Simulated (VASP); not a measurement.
# Be18S in VASP: notebook

The runs below take Be18S through single point, with r2SCAN+D3(BJ).

Everything below comes from runs of VASP 6.6.1. Logs are shortened: lines on timing, memory, paths and dates and some standing lists are left out, and cuts for length are marked.

## Step 1: The cell of the first run

The cell holds a slab with vacuum, 19 atoms: a = 4.580 Å, b = 6.870 Å, c = 16.588 Å, α = 90.00°, β = 90.00°, γ = 60.00°.

## Step 2: Single point, r2SCAN+D3(BJ)

POSCAR

```
Be18S
1.0
    4.5800000000      0.0000000000      0.0000000000
    3.4350000000      5.9495950000      0.0000000000
    0.0000000000      0.0000000000     16.5884300000
Be S
18 1
Direct
    0.0000000000      0.0000000000      0.0602830000
    0.5000000000      0.0000000000      0.0602830000
    0.0000000000      0.3333333000      0.0602830000
    0.5000000000      0.3333333000      0.0602830000
    0.0000000000      0.6666667000      0.0602830000
    0.5000000000      0.6666667000      0.0602830000
   -0.1741776387      0.2260152461      0.1696532389
    0.3308336326      0.2272548063      0.1711369468
   -0.1668140601      0.5521040027      0.1739938913
    0.3339908379      0.5526427612      0.1662740430
   -0.1607197283      0.8851112994      0.1715899938
    0.3262580703      0.8871069522      0.1716487357
   -0.0045565602      0.0048610757      0.2771412439
    0.4939065987      0.0030950173      0.2759096633
    0.0070477261      0.3202101390      0.2766999768
    0.5099739014      0.3175716175      0.2853022162
   -0.0161358578      0.6752497981      0.2827968050
    0.5000134790      0.6738435871      0.2827485110
    0.3294415744      0.5587973842      0.3732849221
```

INCAR.step1

```
PREC     = Accurate       # precision mode
ENCUT    = 520            # plane-wave cutoff, eV
ISMEAR   = 0              # smearing method
SIGMA    = 0.05           # smearing width, eV
LREAL    = Auto         
LASPH    = True           # aspherical terms in the spheres
NELM     = 80             # most SCF steps
NBANDS   = 36             # bands
GGA      = PE             # functional
ALGO     = Normal         # electronic algorithm
EDIFF    = 1E-4           # SCF threshold, eV
LWAVE    = True           # write WAVECAR
LCHARG   = False          # write CHGCAR
```

INCAR.step2

```
PREC     = Accurate       # precision mode
ENCUT    = 520            # plane-wave cutoff, eV
EDIFF    = 1E-6           # SCF threshold, eV
ISMEAR   = 0              # smearing method
SIGMA    = 0.05           # smearing width, eV
LREAL    = Auto         
LASPH    = True           # aspherical terms in the spheres
NELM     = 80             # most SCF steps
ALGO     = Normal         # electronic algorithm
ISIF     = 2              # what is computed and relaxed
LWAVE    = False          # write WAVECAR
LCHARG   = False          # write CHGCAR
METAGGA  = R2SCAN         # meta-GGA
LMIXTAU  = True         
IVDW     = 12             # dispersion correction
VDW_S6   = 1.0          
VDW_S8   = 0.78981345   
VDW_A1   = 0.49484001   
VDW_A2   = 5.73083694   
NBANDS   = 36             # bands
ISTART   = 1
```

KPOINTS

```
Automatic mesh
0
Gamma
  5 4 1
```

Potentials or basis: VASP PAW PBE potentials, release 64 (Be, S).

Started as:

```
$ cat potpaw_PBE.64/Be/POTCAR potpaw_PBE.64/S/POTCAR > POTCAR
$ cp INCAR.step1 INCAR
$ mpirun -np 1 vasp_std > vasp.out
$ cp INCAR.step2 INCAR
$ mpirun -np 1 vasp_std > vasp.out
```

OUTCAR:

```text
PREC = Accurate
   ENCUT = 520
   EDIFF = 1E-6
   ISMEAR = 0
   LREAL = Auto
   LASPH = True
   NELM = 80
   ISIF = 2
   METAGGA = R2SCAN
   IVDW = 12
   ISTART = 1
 IVDW          = 12

 ion  position               nearest neighbor table
   1  0.000  0.000  0.060-  12 2.26   7 2.26  11 2.27   5 2.29   3 2.29   2 2.29   2 2.29   6 2.29
                             4 2.29
   2  0.500  0.000  0.060-   8 2.28  11 2.28   4 2.29   6 2.29   1 2.29   1 2.29   5 2.29   3 2.29
                            12 2.29
   3  0.000  0.333  0.060-   7 2.25   8 2.26   1 2.29   4 2.29   4 2.29   2 2.29   6 2.29   5 2.29
                             9 2.29
   4  0.500  0.333  0.060-  10 2.19   7 2.23   8 2.25   2 2.29   3 2.29   3 2.29   1 2.29   5 2.29
                             6 2.29
   5  0.000  0.667  0.060-  10 2.20  11 2.26   1 2.29   6 2.29   6 2.29   2 2.29   4 2.29   3 2.29
                             9 2.32
   6  0.500  0.667  0.060-  10 2.21  12 2.27   2 2.29   5 2.29   5 2.29   1 2.29   3 2.29   4 2.29
                             9 2.30
   7  0.826  0.226  0.170-  15 2.19  13 2.22   4 2.23  10 2.25   3 2.25   1 2.26   9 2.26   8 2.26
                            16 2.29  12 2.31  11 2.31   8 2.32
   8  0.331  0.227  0.171-  15 2.17  14 2.19  10 2.24   4 2.25   9 2.26   3 2.26   7 2.26  16 2.27
                             2 2.28   7 2.32  11 2.34  12 2.35
   9  0.833  0.552  0.174-  15 2.19  18 2.24  17 2.24   8 2.26   7 2.26  10 2.29   3 2.29  10 2.30
                            11 2.30   6 2.30  12 2.31   5 2.32
  10  0.334  0.553  0.166-   4 2.19   5 2.20   6 2.21   8 2.24   7 2.25  11 2.28  12 2.28   9 2.29
                             9 2.30  18 2.37  17 2.38
  11  0.839  0.885  0.172-  13 2.20  14 2.21  17 2.23  12 2.24   5 2.26   1 2.27  10 2.28   2 2.28
                             9 2.30   7 2.31   8 2.34  12 2.34
  12  0.326  0.887  0.172-  13 2.19  14 2.20  11 2.24  18 2.24   1 2.26   6 2.27  10 2.28   2 2.29
                             7 2.31   9 2.31  11 2.34   8 2.35
  13  0.995  0.005  0.277-  12 2.19  16 2.19  15 2.19  11 2.20   7 2.22  14 2.28  17 2.29  18 2.29
                            14 2.30
  14  0.494  0.003  0.276-   8 2.19  12 2.20  16 2.20  15 2.20  11 2.21  18 2.25  17 2.25  13 2.28
                            13 2.30
  15  0.007  0.320  0.277-   8 2.17   7 2.19   9 2.19  13 2.19  14 2.20  16 2.29  16 2.30  18 2.38

  16  0.510  0.318  0.285-  19 2.05  13 2.19  14 2.20   8 2.27  15 2.29   7 2.29  15 2.30
  17  0.984  0.675  0.283-  19 2.03  18 2.22  11 2.23   9 2.24  14 2.25  13 2.29  18 2.36  10 2.38

  18  0.500  0.674  0.283-  19 2.03  17 2.22   9 2.24  12 2.24  14 2.25  13 2.29  17 2.36  10 2.37
                            15 2.38
  19  0.329  0.559  0.373-  18 2.03  17 2.03  16 2.05

  LATTYP: Found a simple monoclinic cell.
 ALAT       =     4.5800000000
 B/A-ratio  =     3.6219279476
 C/A-ratio  =     1.3228757576
 COS(beta)  =    -0.1889822219

  Lattice vectors:

 A1 = (   4.5800000000,   0.0000000000,   0.0000000000)
 A2 = (   0.0000000000,   0.0000000000, -16.5884300000)
 A3 = (  -1.1450000000,   5.9495950000,   0.0000000000)

Analysis of symmetry for initial positions (statically):
=====================================================================
 Subroutine PRICEL returns:
 Original cell was already a primitive cell.

 Routine SETGRP: Setting up the symmetry group for a
 simple monoclinic supercell.

 Subroutine GETGRP returns: Found  1 space group operations
 (whereof  1 operations were pure point group operations)
 out of a pool of  4 trial point group operations.

The static configuration has the point symmetry C_1 .

Analysis of symmetry for dynamics (positions and initial velocities):
=====================================================================
 Subroutine PRICEL returns:
 Original cell was already a primitive cell.

 Routine SETGRP: Setting up the symmetry group for a
 simple monoclinic supercell.

 Subroutine GETGRP returns: Found  1 space group operations
 (whereof  1 operations were pure point group operations)
[... 45 lines left out ...]
   PSTRESS=    0.0 pullay stress
   NELECT =      42.0000    total number of electrons
   NUPDOWN=      -1.0000    fix difference up-down
   EMIN   =  10.00;   EMAX   =-10.00  energy-range for DOS
   EFERMI =   0.00;   METHOD = LEGACY
   ISMEAR =     0;   SIGMA  =   0.05  broadening in eV -4-tet -1-fermi 0-gaus
   EFERMI_NEDOS =   21; number of points for ismear=-14 and -15
   IALGO  =     38    algorithm
   IMIX   =      4    mixing-type and parameters
     AMIX     =   0.40;   BMIX     =  1.00
     AMIX_MAG =   1.60;   BMIX_MAG =  1.00
  volume/ion in A,a.u.               =      23.79       160.55
  Fermi-wavevector in a.u.,A,eV,Ry     =   0.741490  1.401213  7.480581  0.549807
  Thomas-Fermi vector in A             =   1.836143
   LORBIT       =      0    0 simple, 1 ext, 2 COOP (PROOUT), +10 PAW based schemes
   METAGGA = R2SCAN    functional components
   LHFCALC =     F    Hartree Fock is set to
   AEXX    =    0.0000 exact exchange contribution
   IVDW    =    12    specifies the selected vdW correction
   LEPSILON=     F    determine dielectric tensor
   LRPA    =     F    only Hartree local field effects (RPA)
 non-spin polarized calculation
 Gauss-broadening in eV      SIGMA  =   0.05
  energy-cutoff  :      520.00
  volume of cell :      452.02
 maximum number of plane-waves:     12198
 NGX is ok and might be reduce to    36
   NGX = 17   NGY = 25   NGZ = 61

 number of electron      42.0000001 magnetization

 Free energy of the ion-electron system (eV)
  ---------------------------------------------------
  ext. energy  EPLUGINS =         0.00000000
  ---------------------------------------------------
  free energy    TOTEN  =       -81.65246012 eV

  energy without entropy =      -81.64461731  energy(sigma->0) =      -81.64853872

 E-fermi :  -1.0634     XC(G=0):  -5.0550

 val. band max:       -1.1017043136   @ k =   0.0000   0.5000   0.0000
 cond. band min:      -1.0476441082   @ k =   0.4000  -0.0000   0.0000
 fundamental gap:      0.0540602053
 Fermi energy:        -1.0634459067

 k-point     1 :       0.0000    0.0000    0.0000
  band No.  band energies     occupation
      1     -15.0386      2.00000
      2     -11.3890      2.00000
      3      -8.9628      2.00000
      4      -8.1578      2.00000
      5      -8.0569      2.00000
      6      -6.2444      2.00000
[... 385 lines left out ...]
     32       4.2566      0.00000
     33       4.5081      0.00000
 [bands above 33 left out]

------------------------ aborting loop because EDIFF is reached ----------------------------------------

 Edisp (eV)   -1.84191

 E8    (eV) :    -0.5106

  FORCE on cell =-STRESS in cart. coord.  units (eV):
  Direction    XX          YY          ZZ          XY          YZ          ZX
  --------------------------------------------------------------------------------------
  -------------------------------------------------------------------------------------
  Total     -12.09316   -10.11394     0.11703    -0.48264    -0.02863    -0.00904
  in kB     -42.86394   -35.84865     0.41479    -1.71071    -0.10148    -0.03205
  external pressure =      -26.10 kB  Pullay stress =        0.00 kB

 VOLUME and BASIS-vectors are now :
 -----------------------------------------------------------------------------
  energy-cutoff  :      520.00
  volume of cell :      452.02
      direct lattice vectors                 reciprocal lattice vectors
     4.580000000  0.000000000  0.000000000     0.218340611 -0.126059001  0.000000000
     3.435000000  5.949595000  0.000000000     0.000000000  0.168078668  0.000000000
     0.000000000  0.000000000 16.588430000     0.000000000  0.000000000  0.060282980

 POSITION                                       TOTAL-FORCE (eV/Angst)
 -----------------------------------------------------------------------------------
      0.00000      0.00000      1.00000        -0.142678     -0.083472      0.124443
      2.29000      0.00000      1.00000         0.111737     -0.136333     -0.179425
      1.14500      1.98320      1.00000         0.085987      0.205585      0.180328
      3.43500      1.98320      1.00000        -0.044076     -0.097059     -0.060874
      2.29000      3.96640      1.00000        -0.206051      0.035960     -0.166870
      4.58000      3.96640      1.00000         0.194107      0.077772      0.062578
[... 11 lines left out ...]
      4.60471      4.00910      4.69035        -0.000399     -0.002378     -0.002473
      3.42831      3.32462      6.19221        -0.002332     -0.001434      0.019978
 -----------------------------------------------------------------------------------
    total drift:                                0.000374     -0.001507     -0.001248

  FREE ENERGIE OF THE ION-ELECTRON SYSTEM (eV)
  ---------------------------------------------------
  free  energy   TOTEN  =       -83.4943749239 eV

  energy  without entropy=      -83.4865321097  energy(sigma->0) =      -83.49045352
```

Run time: 48 min. Hardware: 1 thread of Intel Xeon 8259CL, shared host; peak memory 0.65 GiB.

Results:

```
Free energy                : -83.4944 eV
Largest force              : 0.287 eV/Å
Band gap on the k mesh     : zero (bands 21 and 22 overlap by 0.56 eV)
Dispersion energy per atom : -0.097 eV
```

Forces in eV/Å, atoms in the order of the input:
```
Be  -0.143 -0.083  0.124
Be   0.112 -0.136 -0.179
Be   0.086  0.206  0.180
Be  -0.044 -0.097 -0.061
Be  -0.206  0.036 -0.167
Be   0.194  0.078  0.063
Be  -0.005  0.001 -0.006
Be   0.005 -0.004 -0.010
Be   0.002  0.009 -0.002
Be   0.001  0.005  0.011
Be  -0.004 -0.001 -0.003
Be   0.005  0.001  0.000
Be  -0.003 -0.002  0.012
Be  -0.001 -0.009  0.009
Be   0.004  0.007  0.012
Be  -0.003 -0.001 -0.001
Be   0.003 -0.005  0.000
Be   0.000 -0.002 -0.002
S   -0.002 -0.001  0.020
```

Caveat: there is no dipole correction, which matters where the two faces differ; the PAW data sets were made with another functional, which shifts forces and pressure a little.

## Step 3: Single point, r2SCAN+D3(BJ)

POSCAR

```
Be18S
1.0
    4.5800000000      0.0000000000      0.0000000000
    3.4350000000      5.9495950000      0.0000000000
    0.0000000000      0.0000000000     16.5884300000
Be S
18 1
Direct
    0.0000000000      0.0000000000      0.0602829804
    0.5000000000      0.0000000000      0.0602829804
    0.0000000420      0.3333332773      0.0602829804
    0.5000000420      0.3333332773      0.0602829804
   -0.0000000420      0.6666667227      0.0602829804
    0.4999999580      0.6666667227      0.0602829804
   -0.1741775693      0.2260152162      0.1696532463
    0.3308335752      0.2272547963      0.1711369310
   -0.1668140013      0.5521039667      0.1739938620
    0.3339908056      0.5526428269      0.1662740235
   -0.1607197492      0.8851113395      0.1715900179
    0.3262580065      0.8871069375      0.1716487335
   -0.0045564510      0.0048610031      0.2771412364
    0.4939066972      0.0030950006      0.2759096551
    0.0070475908      0.3202101992      0.2766999650
    0.5099738449      0.3175717003      0.2853022257
   -0.0161358426      0.6752498279      0.2827968048
    0.5000134346      0.6738435137      0.2827485181
    0.3294414970      0.5587973635      0.3732849341
```

INCAR.step1

```
  PREC = Accurate
  ENCUT = 520
  ISMEAR = 0
  SIGMA = 0.05
  LREAL = Auto
  LASPH = T
  NELM = 100
  NBANDS = 36
  GGA = PE
  ALGO = Normal
  EDIFF = 1E-4
  LWAVE = T
  LCHARG = F
```

INCAR.step2

```
  PREC = Accurate
  ENCUT = 520
  EDIFF = 1E-6
  ISMEAR = 0
  SIGMA = 0.05
  LREAL = Auto
  LASPH = T
  NELM = 100
  ALGO = Normal
  ISIF = 2
  LWAVE = F
  LCHARG = F
  METAGGA = R2SCAN
  LMIXTAU = T
  IVDW = 12
  VDW_S6 = 1.0
  VDW_S8 = 0.78981345
  VDW_A1 = 0.49484001
  VDW_A2 = 5.73083694
  NBANDS = 36
  ISTART = 1
```

KPOINTS

```
regular mesh
0
Gamma
  5 4 1
```

Potentials or basis: VASP PAW PBE potentials, release 64 (Be, S).

Started as:

```
$ cat potpaw_PBE.64/Be/POTCAR potpaw_PBE.64/S/POTCAR > POTCAR
$ cp INCAR.step1 INCAR
$ mpirun -np 1 vasp_std > vasp.out
$ cp INCAR.step2 INCAR
$ mpirun -np 1 vasp_std > vasp.out
```

Wall time 38 min (1 thread of Intel Xeon 8259CL, shared host); peak memory 0.65 GiB.

The run converged. Its results:

```yaml
Free_energy: -83.4944 eV
Largest_force: 0.287 eV/Å
Band_gap_on_the_k_mesh: zero (bands 21 and 22 overlap by 0.56 eV)
Dispersion_energy_per_atom: -0.097 eV
```

Forces on the atoms (eV/Å):
```
Be  -0.143 -0.083  0.124
Be   0.112 -0.136 -0.179
Be   0.086  0.206  0.180
Be  -0.044 -0.097 -0.061
Be  -0.206  0.036 -0.167
Be   0.194  0.078  0.063
Be  -0.005  0.001 -0.006
Be   0.005 -0.004 -0.010
Be   0.002  0.009 -0.002
Be   0.001  0.005  0.011
Be  -0.004 -0.001 -0.003
Be   0.005  0.001  0.000
Be  -0.003 -0.002  0.012
Be  -0.001 -0.009  0.009
Be   0.004  0.007  0.012
Be  -0.003 -0.001 -0.001
Be   0.002 -0.005  0.000
Be   0.000 -0.002 -0.002
S   -0.002 -0.001  0.020
```

Levels at points of the mesh, in eV from the Fermi level:
| k point | band 18 | band 19 | band 20 | band 21 | band 22 | band 23 | band 24 | band 25 |
| --- | --- | --- | --- | --- | --- | --- | --- | --- |
| (0.00, 0.00, 0.00) | -1.76 | -1.53 | -0.39 | -0.29 | -0.04 | 1.40 | 2.68 | 3.07 |
| (0.00, 0.50, 0.00) | -1.86 | -1.77 | -1.13 | -0.29 | -0.17 | -0.04 | 2.30 | 2.98 |

Caveat: there is no dipole correction, which matters where the two faces differ; the PAW data sets were made with another functional, which shifts forces and pressure a little.

## Step 4: Single point, r2SCAN+D3(BJ)

POSCAR

```
Be18S
1.0
    4.5800000000      0.0000000000      0.0000000000
    3.4350000000      5.9495950000      0.0000000000
    0.0000000000      0.0000000000     16.5884300000
Be S
18 1
Direct
    0.0000000000      0.0000000000      0.0602829804
    0.5000000000      0.0000000000      0.0602829804
    0.0000000420      0.3333332773      0.0602829804
    0.5000000420      0.3333332773      0.0602829804
   -0.0000000420      0.6666667227      0.0602829804
    0.4999999580      0.6666667227      0.0602829804
   -0.1689633997      0.2241488706      0.1699405550
    0.3300974892      0.2242903929      0.1703078592
   -0.1502289057      0.5482268961      0.1733123629
    0.3466869230      0.5509376689      0.1664742836
   -0.1559721767      0.8837806607      0.1705430833
    0.3354928912      0.8835492164      0.1700138591
    0.0067950308      0.0014488381      0.2743876907
    0.5020142606     -0.0009861175      0.2770081316
   -0.0123012412      0.3265501265      0.2803115786
    0.5036399710      0.3114529644      0.2802539481
    0.0214760356      0.6693102640      0.2842501069
    0.5158890327      0.6831628035      0.2801626797
    0.4405493232      0.5216434060      0.3708863949
```

INCAR.step1

```
PREC     = Accurate       # precision mode
ENCUT    = 520            # plane-wave cutoff, eV
ISMEAR   = 0              # smearing method
SIGMA    = 0.05           # smearing width, eV
LREAL    = Auto         
LASPH    = True           # aspherical terms in the spheres
NELM     = 100            # most SCF steps
NBANDS   = 36             # bands
GGA      = PE             # functional
ALGO     = Normal         # electronic algorithm
EDIFF    = 1E-4           # SCF threshold, eV
LWAVE    = True           # write WAVECAR
LCHARG   = False          # write CHGCAR
```

INCAR.step2

```
PREC     = Accurate       # precision mode
ENCUT    = 520            # plane-wave cutoff, eV
EDIFF    = 1E-6           # SCF threshold, eV
ISMEAR   = 0              # smearing method
SIGMA    = 0.05           # smearing width, eV
LREAL    = Auto         
LASPH    = True           # aspherical terms in the spheres
NELM     = 100            # most SCF steps
ALGO     = Normal         # electronic algorithm
ISIF     = 2              # what is computed and relaxed
LWAVE    = False          # write WAVECAR
LCHARG   = False          # write CHGCAR
METAGGA  = R2SCAN         # meta-GGA
LMIXTAU  = True         
IVDW     = 12             # dispersion correction
VDW_S6   = 1.0          
VDW_S8   = 0.78981345   
VDW_A1   = 0.49484001   
VDW_A2   = 5.73083694   
NBANDS   = 36             # bands
ISTART   = 1
```

KPOINTS is that of step 3.

Started as:

```
$ cat potpaw_PBE.64/Be/POTCAR potpaw_PBE.64/S/POTCAR > POTCAR
$ cp INCAR.step1 INCAR
$ mpirun -np 1 vasp_std > vasp.out
$ cp INCAR.step2 INCAR
$ mpirun -np 1 vasp_std > vasp.out
```

It took 44 min on 1 thread of Intel Xeon 8259CL, shared host; peak memory 0.65 GiB.

Results (log left out):

- Free energy: -83.3752 eV
- Largest force: 0.388 eV/Å
- Band gap on the k mesh: zero (bands 21 and 22 overlap by 0.60 eV)
- Dispersion energy per atom: -0.097 eV

Forces on the atoms (eV/Å):
```
Be  -0.062 -0.042  0.201
Be   0.138 -0.070 -0.304
Be   0.130  0.099  0.158
Be  -0.070 -0.153 -0.017
Be  -0.199  0.036 -0.053
Be   0.245  0.053  0.014
Be   0.018  0.004 -0.016
Be   0.022 -0.012 -0.025
Be   0.012 -0.018  0.022
Be   0.014 -0.015 -0.007
Be   0.002 -0.009  0.042
Be   0.001  0.008 -0.005
Be   0.007  0.012  0.012
Be  -0.012  0.005  0.002
Be   0.018 -0.034 -0.065
Be   0.011 -0.035 -0.013
Be   0.025 -0.030  0.089
Be   0.028 -0.003 -0.024
S   -0.329  0.205 -0.011
```

Levels at points of the mesh, in eV from the Fermi level:
```tsv
k point	band 19	band 20	band 21	band 22	band 23	band 24
(0.00, 0.00, 0.00)	-1.41	-0.47	-0.39	-0.08	1.28	2.54
(0.00, 0.50, 0.00)	-1.65	-1.20	-0.39	-0.27	0.30	2.00
```

Caveat: there is no dipole correction, which matters where the two faces differ; the PAW data sets were made with another functional, which shifts forces and pressure a little.

The gap in the log of VASP goes by the Fermi energy; the results here count the filled bands.